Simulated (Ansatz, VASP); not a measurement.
# HCl in VASP and in Ansatz

INCAR

```
SYSTEM = HCl
PREC = Accurate ; ENCUT = 520
EDIFF = 1E-6 ; ISMEAR = 0
SIGMA = 0.15 ; LREAL = .FALSE.
LASPH = .TRUE. ; NELM = 60
ALGO = Normal ; ISIF = 2
LWAVE = .FALSE. ; LCHARG = .FALSE.
GGA = PS ; NBANDS = 11
```

KPOINTS

```
regular mesh
0
G
  16 16 16
  0 0 0
```

The input POSCAR:

```
HCl
1.0
    0.0000000000      2.7375000000      2.6006250000
    2.7375000000      0.0000000000      2.6006250000
    2.7375000000      2.7375000000      0.0000000000
H Cl
1 1
Direct
    0.0000000000      0.0000000000      0.0000000000
    0.5000000000      0.5000000000      0.5000000000
```

Input for Ansatz:

```yaml
crystal:
  lattice:
    - [0.0, 2.7375, 2.600625]
    - [2.7375, 0.0, 2.600625]
    - [2.7375, 2.7375, 0.0]
  atoms:
    - { symbol: H, position: [0.0, 0.0, 0.0] }
    - { symbol: Cl, position: [0.5, 0.5, 0.5] }
basis:
  ecutwfc: 420
kpoints:
  mp_grid: { grid: [16, 16, 16] }
hamiltonian:
  xc: pbesol
scf:
  occupations: { method: gaussian, width: 0.15 }
output:
  forces: true
  stress: true
  eigenvalues: true
```

Change from the starting cell: strain +0.000 along x and y, -0.050 along z, atoms carried along.

Alike in both runs: task single point; functional PBEsol; k mesh 16 × 16 × 16; occupations gaussian, width 0.15 eV; no spin polarisation.

|  | VASP | Ansatz |
| --- | --- | --- |
| version | VASP 6.6.1 | Ansatz 0.2.0 |
| potentials or method | VASP PAW PBE potentials, release 64 (H, Cl), cutoff 520 eV | scalar-relativistic, plane waves, PAW |
| valence electrons in the cell | 8 | 8 |

|  | VASP | Ansatz | Ansatz less VASP |
| --- | --- | --- | --- |
| gap on the k mesh at the Fermi level (eV) | none | none | - |
| pressure (GPa) | -10.8 | -10.7 | +0.06 |
| traceless stress, the component that is largest in VASP (GPa) | -2.91 | -2.90 | +0.011 |

VASP's potentials were made for PBE, not for PBEsol. A gap of «none» marks a metal or a gap that the smearing closes.
